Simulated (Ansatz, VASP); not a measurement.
**One calculation of Al8N, two programs**

```
Al N
1.0
     2.85432    0.00000    0.00000
    -1.42716    2.47192    0.00000
     0.00000    0.00000   33.47606
Al N
8 1
Direct
  0.33333 0.66667 0.11949
  0.00000 0.00000 0.18956
  0.66667 0.33333 0.25964
  0.00000 0.00000 0.32971
  0.33333 0.66667 0.39922
  0.00000 0.00000 0.46965
  0.66667 0.33333 0.54010
  0.00000 0.00000 0.61166
  0.44444 0.55556 0.65080
```

Alike in both runs: task single point; functional PBE; k mesh 9 × 9 × 1; occupations gaussian, width 0.1 eV; no spin polarisation.

```csv
,VASP,Ansatz
version,VASP 6.6.1,Ansatz 0.2.0
potentials or method,"VASP PAW PBE potentials, release 64 (Al, N), cutoff 520 eV","scalar-relativistic, plane waves, PAW"
valence electrons in the cell,29,29
```

Ansatz gave:

| Quantity | Value |
| --- | --- |
| gap on the k mesh at the Fermi level (eV) | none |
| rms of the force components (eV/Å) | 0.808 |

Which values does VASP return?

gap on the k mesh at the Fermi level (eV): none; rms of the force components (eV/Å): 0.782.

Atom by atom the forces differ by 0.028 eV/Å (rms over components). A gap of «none» marks a metal or a gap that the smearing closes. Ansatz's warnings: xc potential rough in thin density.
